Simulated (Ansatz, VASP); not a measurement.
## Zn in VASP and in Ansatz

```
Zn
1.0
     2.61436    0.00000    0.00000
    -1.30718    2.26410    0.00000
     0.00000    0.00000    4.87316
Zn
2
Cartesian
  0.0000 1.5094 1.2183
  1.3072 0.7547 3.6549
```

Alike in both runs: task single point; functional LDA; k mesh 18 × 18 × 10; occupations gaussian, width 0.1 eV; no spin polarisation.

|  | VASP | Ansatz |
| --- | --- | --- |
| version | VASP 6.6.1 | Ansatz 0.2.0 |
| potentials or method | VASP PAW LDA potentials, release 64 (Zn), cutoff 500 eV | scalar-relativistic, plane waves, PAW |
| valence electrons in the cell | 24 | 24 |

|  | VASP | Ansatz | Ansatz less VASP |
| --- | --- | --- | --- |
| gap on the k mesh at the Fermi level (eV) | none | none | - |
| pressure (GPa) | -4.8 | -5.4 | -0.60 |
| traceless stress, the component that is largest in VASP (GPa) | 2.45 | 2.67 | +0.213 |

Ansatz warns that its potentials were made for another functional, while VASP's fit it. LDA's correlation is that of Perdew and Zunger in VASP and of Perdew and Wang (1992) in Ansatz. A gap of «none» marks a metal or a gap that the smearing closes.
